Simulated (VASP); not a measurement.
# GaP (F-43m) in VASP: further runs, part 2 of 2

VASP 6.6.1.

### 3 Relaxation of the atoms, r2SCAN

This run uses another cell than the first one, of 20.25 Å³/atom.

POSCAR reads:

```
GaP
1.0
    0.0000000000      2.7257149900      2.7257149900
    2.7257149900      0.0000000000      2.7257149900
    2.7257149900      2.7257149900      0.0000000000
Ga P
1 1
Direct
    0.0000000000      0.0000000000      0.0000000000
    0.2500000000      0.2500000000      0.2500000000
```

INCAR.step1 reads:

```
PREC = Accurate
ENCUT = 520
ISMEAR = -1
SIGMA = 0.02
LREAL = F
LASPH = T
NELM = 100
GGA = PE
ALGO = Normal
EDIFF = 1E-4
LWAVE = T
LCHARG = F
```

INCAR.step2 reads:

```
PREC = Accurate
ENCUT = 520
EDIFF = 1E-6
ISMEAR = -1
SIGMA = 0.02
LREAL = F
LASPH = T
NELM = 100
ALGO = Normal
ISIF = 2
LWAVE = F
LCHARG = F
METAGGA = R2SCAN
LMIXTAU = T
IBRION = 2
NSW = 50
EDIFFG = -0.01
ISTART = 1
```

KPOINTS reads:

```
Automatic mesh
0
Gamma
  10 10 10
```

Potentials or basis: VASP PAW PBE potentials, release 64 (Ga_d, P).

Run with:

```sh
$ cat potpaw_PBE.64/Ga_d/POTCAR potpaw_PBE.64/P/POTCAR > POTCAR
$ cp INCAR.step1 INCAR
$ mpirun -np 1 vasp_std > vasp.out
$ cp INCAR.step2 INCAR
$ mpirun -np 1 vasp_std > vasp.out
```

OUTCAR:

```text
PREC = Accurate
   ENCUT = 520
   EDIFF = 1E-6
   ISMEAR = -1
   LREAL = F
   LASPH = T
   NELM = 100
   ISIF = 2
   METAGGA = R2SCAN
   IBRION = 2
   NSW = 50
   EDIFFG = -0.01
   ISTART = 1

 ion  position               nearest neighbor table
   1  0.000  0.000  0.000-   2 2.36   2 2.36   2 2.36   2 2.36
   2  0.250  0.250  0.250-   1 2.36   1 2.36   1 2.36   1 2.36

  LATTYP: Found a face centered cubic cell.
 ALAT       =     5.4514299800

  Lattice vectors:

 A1 = (   0.0000000000,   2.7257149900,   2.7257149900)
 A2 = (   2.7257149900,   0.0000000000,   2.7257149900)
 A3 = (   2.7257149900,   2.7257149900,   0.0000000000)

Analysis of symmetry for initial positions (statically):
=====================================================================
 Subroutine PRICEL returns:
 Original cell was already a primitive cell.

 Routine SETGRP: Setting up the symmetry group for a
 face centered cubic supercell.

 Subroutine GETGRP returns: Found 24 space group operations
 (whereof 24 operations were pure point group operations)
 out of a pool of 48 trial point group operations.

The static configuration has the point symmetry T_d .

Analysis of symmetry for dynamics (positions and initial velocities):
=====================================================================
 Subroutine PRICEL returns:
 Original cell was already a primitive cell.

 Routine SETGRP: Setting up the symmetry group for a
 face centered cubic supercell.

 Subroutine GETGRP returns: Found 24 space group operations
 (whereof 24 operations were pure point group operations)
 out of a pool of 48 trial point group operations.

The dynamic configuration has the point symmetry T_d .

 Subroutine INISYM returns: Found 24 space group operations
 (whereof 24 operations are pure point group operations),
 and found     1 'primitive' translations

[... 123 lines left out ...]
   LEPSILON=     F    determine dielectric tensor
   LRPA    =     F    only Hartree local field effects (RPA)
 conjugate gradient relaxation of ions
 non-spin polarized calculation
  energy-cutoff  :      520.00
  volume of cell :       40.50
 maximum number of plane-waves:      1106
 NGX is ok and might be reduce to    30
   NGX = 15   NGY = 15   NGZ = 15

 number of electron      17.9999989 magnetization

 Free energy of the ion-electron system (eV)
  ---------------------------------------------------
  ext. energy  EPLUGINS =         0.00000000
  ---------------------------------------------------
  free energy    TOTEN  =       -21.46469733 eV

  energy without entropy =      -21.46469733  energy(sigma->0) =      -21.46469733

 E-fermi :   4.9016     XC(G=0): -10.5467

 val. band max:        4.4558321591   @ k =   0.0000   0.0000   0.0000
 cond. band min:       6.3211273274   @ k =   0.4000   0.4000   0.0000
 fundamental gap:      1.8652951683
 Fermi energy:         4.9015551993

 k-point     1 :       0.0000    0.0000    0.0000
  band No.  band energies     occupation
      1     -10.5318      2.00000
      2     -10.5318      2.00000
      3     -10.5318      2.00000
      4     -10.4182      2.00000
      5     -10.4182      2.00000
      6      -8.5617      2.00000
      7       4.4558      2.00000
      8       4.4558      2.00000
      9       4.4558      2.00000
     10       6.7962      0.00000
     11       8.6476      0.00000
     12       8.6477      0.00000
     13       8.6477      0.00000
[... 354 lines left out ...]
  band No.  band energies     occupation
      1     -10.6395      2.00000
      2     -10.4803      2.00000
      3     -10.4782      2.00000
      4     -10.4441      2.00000
      5     -10.4007      2.00000
      6      -6.4901      2.00000
      7      -1.0709      2.00000
      8       1.7694      2.00000
      9       2.1157      2.00000
     10       6.7679      0.00000
     11       7.9128      0.00000
     12      12.6165      0.00000
     13      13.0855      0.00000

 [... further k-points ...]

------------------------ aborting loop because EDIFF is reached ----------------------------------------

  FORCE on cell =-STRESS in cart. coord.  units (eV):
  Direction    XX          YY          ZZ          XY          YZ          ZX
  --------------------------------------------------------------------------------------
  -------------------------------------------------------------------------------------
  Total       -0.0027653     -0.0027653     -0.0027653     -0.0000000      0.0000000      0.0000000
  in kB       -0.1093924     -0.1093924     -0.1093924     -0.0000000      0.0000000      0.0000000
  external PRESSURE =      -0.1093924 kB  Pullay stress =       0.0000000 kB

 VOLUME and BASIS-vectors are now :
 -----------------------------------------------------------------------------
  energy-cutoff  :      520.00
  volume of cell :       40.50
      direct lattice vectors                 reciprocal lattice vectors
     0.000000000  2.725714990  2.725714990    -0.183438108  0.183438108  0.183438108
     2.725714990  0.000000000  2.725714990     0.183438108 -0.183438108  0.183438108
     2.725714990  2.725714990  0.000000000     0.183438108  0.183438108 -0.183438108

 POSITION                                       TOTAL-FORCE (eV/Angst)
 -----------------------------------------------------------------------------------
      0.00000      0.00000      0.00000        -0.000000     -0.000000     -0.000000
      1.36286      1.36286      1.36286         0.000000      0.000000      0.000000
 -----------------------------------------------------------------------------------
    total drift:                                0.000010      0.000010      0.000010

  FREE ENERGIE OF THE ION-ELECTRON SYSTEM (eV)
  ---------------------------------------------------
  free  energy   TOTEN  =       -21.4646973324 eV

  energy  without entropy=      -21.4646973324  energy(sigma->0) =      -21.46469733

 reached required accuracy - stopping structural energy minimisation
```

OSZICAR.step1:

```text
N       E                     dE             d eps       ncg     rms          rms(c)
DAV:   1     0.803117180043E+02    0.80312E+02   -0.93724E+03  1246   0.199E+03
DAV:   2    -0.326832630189E+01   -0.83580E+02   -0.80759E+02  1297   0.333E+02
DAV:   3    -0.927780608570E+01   -0.60095E+01   -0.59804E+01  1582   0.759E+01
DAV:   4    -0.938456658676E+01   -0.10676E+00   -0.10671E+00  1449   0.109E+01
DAV:   5    -0.938692305944E+01   -0.23565E-02   -0.23564E-02  1576   0.136E+00    0.425E+00
DAV:   6    -0.914435955918E+01    0.24256E+00   -0.46818E-01  1829   0.129E+01    0.280E+00
DAV:   7    -0.911767317246E+01    0.26686E-01   -0.11586E-01  1551   0.252E+00    0.112E+00
DAV:   8    -0.911793043512E+01   -0.25726E-03   -0.14655E-02  1442   0.181E+00    0.175E-01
DAV:   9    -0.911830312067E+01   -0.37269E-03   -0.15877E-03  1578   0.688E-01    0.887E-02
DAV:  10    -0.911836214801E+01   -0.59027E-04   -0.97766E-05   961   0.127E-01
   1 F= -.91183621E+01 E0= -.91183621E+01  d E =-.306247E-11
```

Wall time 60 s (1 thread of Intel Xeon Platinum 8488C (Sapphire Rapids), shared host); peak memory 0.18 GiB.

What came out:

```yaml
Free_energy: -21.4647 eV
Pressure_after_relaxing: 0.0 GPa
Band_gap_on_the_k_mesh: 1.87 eV (least direct gap 2.34 eV)
```

Final structure:
```
Ga P
1.0
     0.00000    2.72571    2.72571
     2.72571    0.00000    2.72571
     2.72571    2.72571    0.00000
Ga P
1 1
Direct
  0.00000 0.00000 0.00000
  0.25000 0.25000 0.25000
```

Levels at points of the mesh, in eV from the valence-band top:
```csv
k point,band 6,band 7,band 8,band 9,band 10,band 11,band 12,band 13
"(0.00, 0.00, 0.00)",-13.02,0.00,0.00,0.00,2.34,4.19,4.19,4.19
"(0.50, 0.00, 0.00)",-10.86,-6.84,-1.17,-1.17,2.04,5.06,5.06,8.83
"(0.50, 0.50, 0.00)",-9.92,-6.95,-2.80,-2.80,1.92,2.10,11.35,11.35
```

Caveat: the relaxation stopped at its first step, so nothing moved; the PAW data sets were made with another functional, which shifts forces and pressure a little.

### 4 Against experiment

Step 3. Against the measured gap of GaP, 2.34 eV (indirect; 10 K; quoted in “Stacking defects in GaP nanowires: Electronic structure and optical properties”, 2018, arxiv:1810.01194), the calculated 1.87 eV is off by -0.47 eV. Spin-orbit coupling on Ga is left out. The value is that of r2SCAN on a finite k mesh, which can miss the band edges, without temperature or zero-point motion.
